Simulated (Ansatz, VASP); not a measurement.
# Two plane-wave programs on ScW

INCAR

```
SYSTEM = ScW
PREC = Accurate
ENCUT = 600
EDIFF = 1E-6
ISMEAR = 0
SIGMA = 0.2
LREAL = .FALSE.
LASPH = .TRUE.
NELM = 80
ALGO = Normal
ISIF = 3
LWAVE = .FALSE.
LCHARG = .FALSE.
GGA = PE
IBRION = 2
NSW = 36
EDIFFG = -0.08
```

Contents of KPOINTS:

```
regular mesh
0
G
  6 6 6
  0 0 0
```

File POSCAR:

```
ScW
1.0
    2.4067046600     -2.5425702900      0.0000000000
    2.4067046600      2.5425702900      0.0000000000
    0.0000000000      0.0000000000      3.0946597800
Sc W
1 1
Direct
    0.0000000000      0.0000000000      0.5000000000
    0.5000000000      0.5000000000      0.5000000000
```

Input for Ansatz:

```yaml
crystal:
  lattice:
    - [2.40670466, -2.54257029, 0.0]
    - [2.40670466, 2.54257029, 0.0]
    - [0.0, 0.0, 3.09465978]
  atoms:
    - { symbol: Sc, position: [0.0, 0.0, 0.5] }
    - { symbol: W, position: [0.5, 0.5, 0.5] }
basis:
  ecutwfc: 420
kpoints:
  mp_grid: { grid: [6, 6, 6] }
hamiltonian:
  xc: pbe
scf:
  occupations: { method: gaussian, width: 0.2 }
  lower_state_search: "off"
output:
  forces: true
  stress: true
  eigenvalues: true
relax:
  adjacent_minimum: "off"
  f_tol: 0.08
  max_steps: 16
  cell: { stress_tol: 0.8 }
```

Alike in both runs: task relaxation of cell and atoms; functional PBE; k mesh 6 × 6 × 6; occupations gaussian, width 0.2 eV; no spin polarisation.

|  | VASP | Ansatz |
| --- | --- | --- |
| version | VASP 6.6.1 | Ansatz 0.2.0 |
| potentials or method | VASP PAW PBE potentials, release 64 (Sc_sv, W_sv), cutoff 600 eV | scalar-relativistic, plane waves, PAW |
| valence electrons in the cell | 25 | 25 |

```tsv
	VASP	Ansatz	Ansatz less VASP
gap on the k mesh at the Fermi level, each at its own relaxed structure (eV)	none	none	-
relaxed volume (Å³/atom)	20.39	20.39	-0.006
relaxed cell length with the largest relative difference (Å)	2.641	2.648	+0.0072
```

A gap of «none» marks a metal or a gap that the smearing closes.

Spin-orbit coupling is off throughout.
